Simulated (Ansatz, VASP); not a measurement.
# Two plane-wave programs on Ti5Si

```
CELL_PARAMETERS angstrom
2.17458 1.25549 5.05376
-2.17458 1.25549 5.05376
0.00000 -2.51098 5.05376
ATOMIC_POSITIONS crystal
Ti 0.12361 0.12361 0.12361
Ti 0.50000 0.50000 0.00000
Ti 0.00000 0.50000 0.50000
Ti 0.87639 0.87639 0.87639
Ti 0.50000 0.00000 0.50000
Si 0.50000 0.50000 0.50000
```

Alike in both runs: functional PBEsol; k mesh 1 × 1 × 1; occupations gaussian, width 0.1 eV; no spin polarisation.

Ansatz relaxed the structure, and its values are those at the end. VASP's run is a single point on that final structure, the one shown.

```csv
,VASP,Ansatz
version,VASP 6.6.1,Ansatz 0.2.0
potentials or method,"VASP PAW PBE potentials, release 64 (Ti_sv, Si), cutoff 520 eV","scalar-relativistic, plane waves, PAW"
valence electrons in the cell,64,64
```

```tsv
	VASP	Ansatz	Ansatz less VASP
pressure (GPa)	-0.1	0.0	+0.12
rms of the force components (eV/Å)	0.012	0.000	-0.0123
```

VASP's potentials were made for PBE, not for PBEsol.

The k mesh is coarse, so the values compare programs but aren't converged.
